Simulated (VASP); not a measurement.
# InAs (Fm-3m) in VASP: a series of runs

Aim: see how the results for InAs move with the level of theory and the settings. Levels: RPBE+D4, revPBE+D3(BJ), revPBE+D4, BLYP+D3(BJ), BLYP+D4. Tasks: single point.

Everything below comes from runs of VASP 6.6.1. Logs are shortened: lines on timing, memory, paths and dates and some standing lists are left out, and cuts for length are marked.

## 1. The cell of the first run

The structure is cubic, space group Fm-3m (No. 225). The conventional cell has a = 5.652 Å, b = 5.652 Å, c = 5.652 Å, α = 90.00°, β = 90.00°, γ = 90.00°. In (site symmetry m-3m) has 6 As at 2.83 Å within 3.7 Å. As (site symmetry m-3m) has 6 In at 2.83 Å within 3.7 Å.

## 2. Single point, RPBE+D4

Contents of INCAR:

```
  ALGO = Normal
  EDIFF = 1E-7
  ENCUT = 520
  GGA = RP
  ISIF = 2
  ISMEAR = -1
  IVDW = 13
  LASPH = True
  LCHARG = False
  LREAL = False
  LWAVE = False
  NBANDS = 16
  NELM = 100
  PREC = Accurate
  SIGMA = 0.05
```

Contents of KPOINTS:

```
k-points
0
Gamma
  8 8 8
```

Contents of POSCAR:

```
InAs
1.0
    0.0000000000      2.8260594150      2.8260594150
    2.8260594150      0.0000000000      2.8260594150
    2.8260594150      2.8260594150      0.0000000000
In As
1 1
Direct
    0.5000000000      0.5000000000      0.5000000000
    0.0000000000      0.0000000000      0.0000000000
```

Potentials or basis: VASP PAW PBE potentials, release 64 (In_d, As).

Launch:

```sh
$ cat potpaw_PBE.64/In_d/POTCAR potpaw_PBE.64/As/POTCAR > POTCAR
$ mpirun -np 1 vasp_std > vasp.out
```

OUTCAR:

```text
EDIFF = 1E-7
   ENCUT = 520
   GGA = RP
   ISIF = 2
   ISMEAR = -1
   IVDW = 13
   LASPH = True
   LREAL = False
   NELM = 100
   PREC = Accurate

 ion  position               nearest neighbor table
   1  0.500  0.500  0.500-   2 2.83   2 2.83   2 2.83   2 2.83   2 2.83   2 2.83
   2  0.000  0.000  0.000-   1 2.83   1 2.83   1 2.83   1 2.83   1 2.83   1 2.83

  LATTYP: Found a face centered cubic cell.
 ALAT       =     5.6521188300

  Lattice vectors:

 A1 = (   0.0000000000,   2.8260594150,   2.8260594150)
 A2 = (   2.8260594150,   0.0000000000,   2.8260594150)
 A3 = (   2.8260594150,   2.8260594150,   0.0000000000)

Analysis of symmetry for initial positions (statically):
=====================================================================
 Subroutine PRICEL returns:
 Original cell was already a primitive cell.

 Routine SETGRP: Setting up the symmetry group for a
 face centered cubic supercell.

 Subroutine GETGRP returns: Found 48 space group operations
 (whereof 48 operations were pure point group operations)
 out of a pool of 48 trial point group operations.

The static configuration has the point symmetry O_h .

Analysis of symmetry for dynamics (positions and initial velocities):
=====================================================================
 Subroutine PRICEL returns:
 Original cell was already a primitive cell.

 Routine SETGRP: Setting up the symmetry group for a
 face centered cubic supercell.

 Subroutine GETGRP returns: Found 48 space group operations
 (whereof 48 operations were pure point group operations)
 out of a pool of 48 trial point group operations.

The dynamic configuration has the point symmetry O_h .

 Subroutine INISYM returns: Found 48 space group operations
 (whereof 48 operations are pure point group operations),
 and found     1 'primitive' translations

----------------------------------------------------------------------------------------

                                     Primitive cell

  volume of cell :      45.1413

  direct lattice vectors                    reciprocal lattice vectors
     0.000000000  2.826059415  2.826059415    -0.176924801  0.176924801  0.176924801
     2.826059415  0.000000000  2.826059415     0.176924801 -0.176924801  0.176924801
     2.826059415  2.826059415  0.000000000     0.176924801  0.176924801 -0.176924801

  length of vectors
     3.996651553  3.996651553  3.996651553     0.306442745  0.306442745  0.306442745

  position of ions in fractional coordinates (direct lattice)
     0.500000000  0.500000000  0.500000000
     0.000000000  0.000000000  0.000000000

  ion indices of the primitive-cell ions
   primitive index   ion index
                 1           1
                 2           2

----------------------------------------------------------------------------------------

 KPOINTS: k-points

Automatic generation of k-mesh.
 Grid dimensions read from file:
 generate k-points for:    8    8    8

 Generating k-lattice:

  Cartesian coordinates                     Fractional coordinates (reciprocal lattice)
    -0.022115600  0.022115600  0.022115600     0.125000000  0.000000000  0.000000000
     0.022115600 -0.022115600  0.022115600     0.000000000  0.125000000  0.000000000
     0.022115600  0.022115600 -0.022115600     0.000000000  0.000000000  0.125000000

  Length of vectors
     0.038305343  0.038305343  0.038305343

  Shift w.r.t. Gamma in fractional coordinates (k-lattice)
     0.000000000  0.000000000  0.000000000

 Subroutine IBZKPT returns following result:
 ===========================================

 Found     29 irreducible k-points:

 Following reciprocal coordinates:
            Coordinates               Weight
  0.000000  0.000000  0.000000      1.000000
  0.125000  0.000000  0.000000      8.000000
  0.250000  0.000000  0.000000      8.000000
  0.375000  0.000000  0.000000      8.000000
  0.500000  0.000000  0.000000      4.000000
  0.125000  0.125000  0.000000      6.000000
[... 16 lines left out ...]
  0.500000  0.250000  0.125000     48.000000
 -0.375000  0.250000  0.125000     24.000000
 [... further k-points ...]
   k-points           NKPTS =     29   k-points in BZ     NKDIM =     29   number of bands    NBANDS=     16
   number of dos      NEDOS =    301   number of ions     NIONS =      2
   total plane-waves  NPLWV =  27000
   dimension x,y,z NGX =    30 NGY =   30 NGZ =   30
   dimension x,y,z NGXF=    60 NGYF=   60 NGZF=   60
   ions per type =               1   1
   NGX,Y,Z   is equivalent  to a cutoff of  12.48, 12.48, 12.48 a.u.
   NGXF,Y,Z  is equivalent  to a cutoff of  24.96, 24.96, 24.96 a.u.
 SYSTEM =  unknown system
   PREC   = accura    normal or accurate (medium, high low for compatibility)
   ISTART =      0    job   : 0-new  1-cont  2-samecut
   ICHARG =      2    charge: 1-file 2-atom 10-const
   ISPIN  =      1    spin polarized calculation?
   LNONCOLLINEAR =      F non collinear calculations
   LSORBIT =      F    spin-orbit coupling
   LASPH  =      T    aspherical Exc in radial PAW
   ENCUT  =  520.0 eV  38.22 Ry    6.18 a.u.   7.43  7.43  7.43*2*pi/ulx,y,z
   NELM   =    100;   NELMIN=  2; NELMDL= -5     # of ELM steps
   EDIFF  = 0.1E-06   stopping-criterion for ELM
   LREAL  =      F    real-space projection
   EDIFFG = 0.1E-05   stopping-criterion for IOM
   NSW    =      0    number of steps for IOM
   IBRION =     -1    ionic relax: 0-MD 1-quasi-New 2-CG
   NFREE  =      0    steps in history (QN), initial steepest desc. (CG)
   ISIF   =      2    stress and relaxation
   ISYM   =      2    0-nonsym 1-usesym 2-fastsym
   POTIM  = 0.5000    time-step for ionic-motion
   TEBEG  =    0.0;   TEEND  =   0.0 temperature during run
   PSTRESS=    0.0 pullay stress
   NELECT =      18.0000    total number of electrons
   NUPDOWN=      -1.0000    fix difference up-down
   EMIN   =  10.00;   EMAX   =-10.00  energy-range for DOS
   EFERMI =   0.00;   METHOD = LEGACY
   ISMEAR =    -1;   SIGMA  =   0.05  broadening in eV -4-tet -1-fermi 0-gaus
   EFERMI_NEDOS =   21; number of points for ismear=-14 and -15
   IALGO  =     38    algorithm
   IMIX   =      4    mixing-type and parameters
     AMIX     =   0.40;   BMIX     =  1.00
     AMIX_MAG =   1.60;   BMIX_MAG =  1.00
  volume/ion in A,a.u.               =      22.57       152.31
  Fermi-wavevector in a.u.,A,eV,Ry     =   1.204965  2.277053 19.754847  1.451940
  Thomas-Fermi vector in A             =   2.340675
   LORBIT       =      0    0 simple, 1 ext, 2 COOP (PROOUT), +10 PAW based schemes
   GGA     = RP    functional components
   LHFCALC =     F    Hartree Fock is set to
   AEXX    =    0.0000 exact exchange contribution
   IVDW    =    13    specifies the selected vdW correction
   LEPSILON=     F    determine dielectric tensor
   LRPA    =     F    only Hartree local field effects (RPA)
 non-spin polarized calculation
  energy-cutoff  :      520.00
  volume of cell :       45.14
 maximum number of plane-waves:      1243
 NGX is ok and might be reduce to    30
   NGX = 15   NGY = 15   NGZ = 15

 number of electron      17.9999992 magnetization

 Free energy of the ion-electron system (eV)
  ---------------------------------------------------
  ext. energy  EPLUGINS =         0.00000000
  ---------------------------------------------------
  free energy    TOTEN  =        -6.50811651 eV

  energy without entropy =       -6.49562280  energy(sigma->0) =       -6.50186966

 E-fermi :   6.6713     XC(G=0): -10.2579

 val. band max:        6.6393709846   @ k =   0.3750   0.2500   0.0000
 cond. band min:       6.6753784027   @ k =  -0.3750   0.1250   0.0000
 fundamental gap:      0.0360074181
 Fermi energy:         6.6713331737

 k-point     1 :       0.0000    0.0000    0.0000
  band No.  band energies     occupation
      1      -7.7851      2.00000
      2      -7.7851      2.00000
      3      -7.7641      2.00000
      4      -7.7641      2.00000
      5      -7.7641      2.00000
      6      -5.8054      2.00000
[... 8 lines left out ...]
     15      14.4799      0.00000
     16      14.4799      0.00000

 k-point     2 :       0.1250    0.0000    0.0000
  band No.  band energies     occupation
      1      -7.7928      2.00000
      2      -7.7928      2.00000
      3      -7.7646      2.00000
      4      -7.7558      2.00000
      5      -7.7558      2.00000
      6      -5.6249      2.00000
[... 8 lines left out ...]
     15      14.4287      0.00000
     16      14.4287      0.00000

 k-point     3 :       0.2500    0.0000    0.0000
  band No.  band energies     occupation
      1      -7.8143      2.00000
      2      -7.8143      2.00000
      3      -7.7673      2.00000
      4      -7.7327      2.00000
      5      -7.7327      2.00000
      6      -5.1092      2.00000
[... 8 lines left out ...]
     15      15.4771      0.00000
     16      15.4771      0.00000

 k-point     4 :       0.3750    0.0000    0.0000
  band No.  band energies     occupation
      1      -7.8365      2.00000
      2      -7.8365      2.00000
      3      -7.7715      2.00000
      4      -7.7086      2.00000
      5      -7.7086      2.00000
      6      -4.3943      2.00000
[... 8 lines left out ...]
     15      17.1254      0.00000
     16      17.1254      0.00000
[... 324 lines left out ...]
 k-point    22 :       0.3750    0.2500    0.1250
  band No.  band energies     occupation
      1      -7.8918      2.00000
      2      -7.7934      2.00000
      3      -7.7738      2.00000
      4      -7.7209      2.00000
      5      -7.7178      2.00000
      6      -4.6063      2.00000
[... 8 lines left out ...]
     15      17.3622      0.00000
     16      18.4057      0.00000

 k-point    23 :       0.5000    0.2500    0.1250
  band No.  band energies     occupation
      1      -7.9220      2.00000
      2      -7.8106      2.00000
      3      -7.7632      2.00000
      4      -7.7200      2.00000
      5      -7.6999      2.00000
      6      -3.9035      2.00000
[... 8 lines left out ...]
     15      17.8729      0.00000
     16      18.8241      0.00000

 k-point    24 :      -0.3750    0.2500    0.1250
  band No.  band energies     occupation
      1      -7.9322      2.00000
      2      -7.8193      2.00000
      3      -7.7534      2.00000
      4      -7.7260      2.00000
      5      -7.6915      2.00000
      6      -3.5038      2.00000
[... 8 lines left out ...]
     15      16.5117      0.00000
     16      19.7290      0.00000

 [... further k-points ...]

------------------------ aborting loop because EDIFF is reached ----------------------------------------

  DFT-D4 for vdW energy calculation

  Edisp (eV):   -1.55904

  FORCE on cell =-STRESS in cart. coord.  units (eV):
  Direction    XX          YY          ZZ          XY          YZ          ZX
  --------------------------------------------------------------------------------------
  -------------------------------------------------------------------------------------
  Total       0.01154     0.01154     0.01154    -0.00000    -0.00000     0.00000
  in kB       0.40964     0.40964     0.40964    -0.00000    -0.00000     0.00000
  external pressure =        0.41 kB  Pullay stress =        0.00 kB

 VOLUME and BASIS-vectors are now :
 -----------------------------------------------------------------------------
  energy-cutoff  :      520.00
  volume of cell :       45.14
      direct lattice vectors                 reciprocal lattice vectors
     0.000000000  2.826059415  2.826059415    -0.176924801  0.176924801  0.176924801
     2.826059415  0.000000000  2.826059415     0.176924801 -0.176924801  0.176924801
     2.826059415  2.826059415  0.000000000     0.176924801  0.176924801 -0.176924801

 POSITION                                       TOTAL-FORCE (eV/Angst)
 -----------------------------------------------------------------------------------
      2.82606      2.82606      2.82606         0.000000      0.000000      0.000000
      0.00000      0.00000      0.00000        -0.000000     -0.000000      0.000000
 -----------------------------------------------------------------------------------
    total drift:                                0.000000      0.000000      0.000000

  FREE ENERGIE OF THE ION-ELECTRON SYSTEM (eV)
  ---------------------------------------------------
  free  energy   TOTEN  =        -8.0671516597 eV

  energy  without entropy=       -8.0546579541  energy(sigma->0) =       -8.06090481
```

Run time: 22 s. Hardware: 1 thread of Intel Xeon Platinum 8488C (Sapphire Rapids), shared host; peak memory 0.18 GiB.

What came out:

```
Free energy                : -8.0672 eV
Pressure                   : 0.0 GPa
Band gap on the k mesh     : zero (bands 9 and 10 overlap by 2.76 eV)
Dispersion energy per atom : -0.780 eV
```

Levels at points of the mesh, in eV from the Fermi level:
```
           k point  band 6  band 7  band 8  band 9  band 10  band 11  band 12  band 13
(0.00, 0.00, 0.00)  -12.48   -0.26   -0.26   -0.26    -0.21     7.17     7.17     7.17
(0.50, 0.00, 0.00)  -10.64   -6.79    0.16    0.16     2.20     3.29     3.29     4.79
(0.50, 0.50, 0.00)   -9.62   -5.04   -2.84   -2.43    -2.43     3.76     9.67     9.67
```

Caveat: the PAW data sets were made with another functional, which shifts forces and pressure a little; spin-orbit coupling is left out, which moves the levels of the heavy elements.

## 3. Single point, revPBE+D3(BJ)

This run uses another cell than the first one, of 22.43 Å³/atom.

Contents of INCAR:

```
SYSTEM = InAs
PREC = Accurate
ENCUT = 520
EDIFF = 1E-7
ISMEAR = -1
SIGMA = 0.05
LREAL = .FALSE.
LASPH = .TRUE.
NELM = 80
ALGO = Normal
ISIF = 2
LWAVE = .FALSE.
LCHARG = .TRUE.
GGA = RE
IVDW = 12
LELF = .TRUE.
LVHAR = .TRUE.
NBANDS = 16
```

Contents of KPOINTS:

```
regular mesh
0
G
  8 8 8
  0 0 0
```

Contents of POSCAR:

```
InAs
1.0
    0.0000000000      2.8203471616      2.8203471616
    2.8203471616      0.0000000000      2.8203471616
    2.8203471616      2.8203471616      0.0000000000
In As
1 1
Direct
    0.5000000000      0.5000000000      0.5000000000
    0.0000000000      0.0000000000      0.0000000000
```

Potentials or basis: VASP PAW PBE potentials, release 64 (In_d, As).

Launch:

```sh
$ cat potpaw_PBE.64/In_d/POTCAR potpaw_PBE.64/As/POTCAR > POTCAR
$ mpirun -np 1 vasp_std > vasp.out
```

OUTCAR:

```text
SYSTEM = InAs
   PREC = Accurate
   ENCUT = 520
   EDIFF = 1E-7
   ISMEAR = -1
   LREAL = .FALSE.
   LASPH = .TRUE.
   NELM = 80
   ISIF = 2
   GGA = RE
   IVDW = 12
 IVDW          = 12

 ion  position               nearest neighbor table
   1  0.500  0.500  0.500-   2 2.82   2 2.82   2 2.82   2 2.82   2 2.82   2 2.82
   2  0.000  0.000  0.000-   1 2.82   1 2.82   1 2.82   1 2.82   1 2.82   1 2.82

  LATTYP: Found a face centered cubic cell.
 ALAT       =     5.6406943232

  Lattice vectors:

 A1 = (   0.0000000000,   2.8203471616,   2.8203471616)
 A2 = (   2.8203471616,   0.0000000000,   2.8203471616)
 A3 = (   2.8203471616,   2.8203471616,   0.0000000000)

Analysis of symmetry for initial positions (statically):
=====================================================================
 Subroutine PRICEL returns:
 Original cell was already a primitive cell.

 Routine SETGRP: Setting up the symmetry group for a
 face centered cubic supercell.

 Subroutine GETGRP returns: Found 48 space group operations
 (whereof 48 operations were pure point group operations)
 out of a pool of 48 trial point group operations.

The static configuration has the point symmetry O_h .
[... 160 lines left out ...]

 E-fermi :   6.7097     XC(G=0): -10.3109

 val. band max:        6.6724281914   @ k =   0.3750   0.2500   0.0000
 cond. band min:       6.7170977850   @ k =  -0.3750   0.1250   0.0000
 fundamental gap:      0.0446695936
 Fermi energy:         6.7096917566

 k-point     1 :       0.0000    0.0000    0.0000
  band No.  band energies     occupation
      1      -7.7397      2.00000
      2      -7.7397      2.00000
      3      -7.7176      2.00000
      4      -7.7176      2.00000
      5      -7.7176      2.00000
      6      -5.8160      2.00000
[... 433 lines left out ...]
      3      -7.7071      2.00000
      4      -7.6788      2.00000
      5      -7.6433      2.00000
      6      -3.4866      2.00000
[... 8 lines left out ...]
     15      16.5721      0.00000
     16      19.8026      0.00000

 [... further k-points ...]

------------------------ aborting loop because EDIFF is reached ----------------------------------------

 Edisp (eV)   -1.50532

 E8    (eV) :    -1.0796

  FORCE on cell =-STRESS in cart. coord.  units (eV):
  Direction    XX          YY          ZZ          XY          YZ          ZX
  --------------------------------------------------------------------------------------
  -------------------------------------------------------------------------------------
  Total       0.01812     0.01812     0.01812     0.00000     0.00000    -0.00000
  in kB       0.64697     0.64697     0.64697     0.00000     0.00000    -0.00000
  external pressure =        0.65 kB  Pullay stress =        0.00 kB

 VOLUME and BASIS-vectors are now :
 -----------------------------------------------------------------------------
  energy-cutoff  :      520.00
  volume of cell :       44.87
      direct lattice vectors                 reciprocal lattice vectors
     0.000000000  2.820347162  2.820347162    -0.177283140  0.177283140  0.177283140
     2.820347162  0.000000000  2.820347162     0.177283140 -0.177283140  0.177283140
     2.820347162  2.820347162  0.000000000     0.177283140  0.177283140 -0.177283140

 POSITION                                       TOTAL-FORCE (eV/Angst)
 -----------------------------------------------------------------------------------
      2.82035      2.82035      2.82035         0.000000      0.000000     -0.000000
      0.00000      0.00000      0.00000        -0.000000     -0.000000      0.000000
 -----------------------------------------------------------------------------------
    total drift:                                0.000000      0.000000      0.000000

  FREE ENERGIE OF THE ION-ELECTRON SYSTEM (eV)
  ---------------------------------------------------
  free  energy   TOTEN  =        -8.1323725402 eV

  energy  without entropy=       -8.1200886250  energy(sigma->0) =       -8.12623058
```

OSZICAR:

```text
N       E                     dE             d eps       ncg     rms          rms(c)
DAV:   1     0.106341874302E+03    0.10634E+03   -0.89477E+03   928   0.135E+03
DAV:   2    -0.602704609933E+00   -0.10694E+03   -0.10303E+03   968   0.306E+02
DAV:   3    -0.668711667998E+01   -0.60844E+01   -0.60268E+01  1256   0.685E+01
DAV:   4    -0.680831663898E+01   -0.12120E+00   -0.12118E+00  1040   0.101E+01
DAV:   5    -0.681326732469E+01   -0.49507E-02   -0.49506E-02  1400   0.192E+00    0.409E+00
DAV:   6    -0.663061157482E+01    0.18266E+00   -0.30599E-01  1312   0.972E+00    0.220E+00
DAV:   7    -0.662611524305E+01    0.44963E-02   -0.50062E-02  1360   0.203E+00    0.758E-01
DAV:   8    -0.662681937066E+01   -0.70413E-03   -0.45094E-03  1168   0.870E-01    0.127E-01
DAV:   9    -0.662705560648E+01   -0.23624E-03   -0.62564E-04  1280   0.364E-01    0.796E-02
DAV:  10    -0.662705315166E+01    0.24548E-05   -0.34010E-05  1128   0.537E-02    0.548E-02
DAV:  11    -0.662705612190E+01   -0.29702E-05   -0.11998E-05  1176   0.278E-02    0.124E-02
DAV:  12    -0.662705608075E+01    0.41150E-07   -0.39003E-06  1152   0.257E-02    0.820E-03
DAV:  13    -0.662705589677E+01    0.18398E-06   -0.15721E-07  1000   0.378E-03    0.639E-03
DAV:  14    -0.662705589734E+01   -0.56980E-09   -0.96756E-08   864   0.266E-03
   1 F= -.81323725E+01 E0= -.81262306E+01  d E =-.122839E-01
```

Run time: 27 s. Hardware: 1 thread of Intel Xeon Platinum 8488C (Sapphire Rapids), shared host; peak memory 0.19 GiB.

What came out:

| Property | Result |
| --- | --- |
| Free energy | -8.1324 eV |
| Pressure | 0.1 GPa |
| Band gap on the k mesh | zero (bands 9 and 10 overlap by 2.78 eV) |
| Dispersion energy per atom | -0.753 eV |

Caveat: the PAW data sets were made with another functional, which shifts forces and pressure a little; spin-orbit coupling is left out, which moves the levels of the heavy elements.

[end of part 1 of 2]

The gap in the log of VASP goes by the Fermi energy; the results here count the filled bands.